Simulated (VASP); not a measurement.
ZrS2: single point with LDA

ZrS2:

```
CELL_PARAMETERS angstrom
3.67440 0.00000 0.00000
-1.83720 3.18212 0.00000
0.00000 0.00000 5.85686
ATOMIC_POSITIONS crystal
Zr 0.00000 0.00000 0.00000
S 0.33333 0.66667 0.24623
S 0.66667 0.33333 0.75377
```

- Program: VASP 6.6.1
- Task: single point
- Functional: LDA
- Potentials or basis: VASP PAW LDA potentials, release 64 (Zr_sv, S)
- Cutoff: 500 eV
- k mesh: 6 × 6 × 4
- Occupations: gaussian, width 0.01 eV
- Spin: no spin polarisation
- Dipole correction: no
- Further INCAR settings: ALGO = Normal; EDIFF = 1e-06; NBANDS = 19

```
Pressure               : -3.9 GPa
Largest force          : 0.264 eV/Å
Band gap on the k mesh : 0.76 eV (least direct gap 1.39 eV)
```

Forces on the atoms (eV/Å):
```
Zr   0.000  0.000  0.000
S    0.000  0.000 -0.264
S    0.000  0.000  0.264
```

Stress tensor (GPa, compression positive):
```
-4.38  0.00  0.00
 0.00 -4.38  0.00
 0.00  0.00 -2.99
```

Levels at points of the mesh, in eV from the valence-band top:
| k point | band 8 | band 9 | band 10 | band 11 | band 12 | band 13 | band 14 | band 15 | band 16 | band 17 |
| --- | --- | --- | --- | --- | --- | --- | --- | --- | --- | --- |
| (0.00, 0.00, 0.00) | -2.90 | -2.90 | -0.16 | -0.16 | 0.00 | 1.39 | 1.39 | 2.18 | 4.81 | 4.81 |
| (0.50, 0.00, 0.00) | -2.65 | -2.57 | -2.55 | -1.93 | -1.32 | 0.95 | 3.09 | 3.37 | 5.65 | 5.76 |
| (0.00, 0.00, 0.50) | -2.85 | -2.85 | -1.91 | -0.31 | -0.31 | 1.35 | 1.35 | 2.53 | 5.23 | 5.23 |
| (0.50, 0.00, 0.50) | -3.34 | -2.72 | -2.35 | -1.02 | -0.80 | 0.76 | 3.08 | 3.36 | 5.11 | 5.50 |

It took 36 s on 1 thread of Intel Xeon 8259CL (shared host), peak memory 0.17 GiB.

Caveat: the cell stands under tension. A k mesh can miss the band edges.
